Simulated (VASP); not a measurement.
## Fe: single point with PBEsol

Crystal: Fe.

```
Fe
1.0
    -1.44300    1.44300    1.44300
     1.44300   -1.44300    1.44300
     1.44300    1.44300   -1.44300
Fe
1
Direct
  0.00000 0.00000 0.00000
```

```yaml
Program: VASP 6.6.1
Task: single point
Functional: PBEsol
Potentials_or_basis: VASP PAW PBE potentials, release 64 (Fe)
Cutoff: 520 eV
k_mesh: 20 × 20 × 20
Occupations: gaussian, width 0.1 eV
Spin: collinear spin, ferromagnetic start
Starting_moments: "[2.32] μB"
Dipole_correction: no
Further_INCAR_settings: ALGO = Normal; EDIFF = 1e-06; NBANDS = 14
```

```
Pressure                                              : -17.7 GPa
Net moment                                            : 2.29 μB per cell
Site moments                                          : Fe +2.28 μB
Valence electrons inside the program's atomic spheres : Fe 7.16
```

Levels at points of the mesh, in eV from the Fermi level:
Spin up:
| k point | band 1 | band 2 | band 3 | band 4 | band 5 | band 6 | band 7 | band 8 | band 9 | band 10 |
| --- | --- | --- | --- | --- | --- | --- | --- | --- | --- | --- |
| (0.00, 0.00, 0.00) | -8.16 | -2.19 | -2.19 | -2.19 | -1.03 | -1.03 | 24.41 | 24.41 | 24.41 | 29.16 |
| (0.50, 0.00, 0.00) | -4.63 | -3.19 | -0.99 | -0.86 | 0.29 | 0.49 | 6.85 | 17.84 | 19.29 | 22.61 |
| (0.50, 0.50, 0.50) | -4.50 | -4.50 | 0.04 | 0.04 | 0.04 | 9.49 | 9.49 | 9.49 | 15.07 | 15.07 |
Spin down:
```tsv
k point	band 1	band 2	band 3	band 4	band 5	band 6
(0.00, 0.00, 0.00)	-7.91	-0.16	-0.16	-0.16	1.68	1.68
(0.50, 0.00, 0.00)	-3.28	-1.35	0.68	1.56	1.92	2.64
(0.50, 0.50, 0.50)	-2.66	-2.66	2.36	2.36	2.36	9.84
```

It took 110 s on 1 thread of Intel Xeon 8259CL (shared host), peak memory 0.18 GiB.

Caveat: the cell stands under tension; the PAW data sets were made with another functional, which shifts forces and pressure a little.
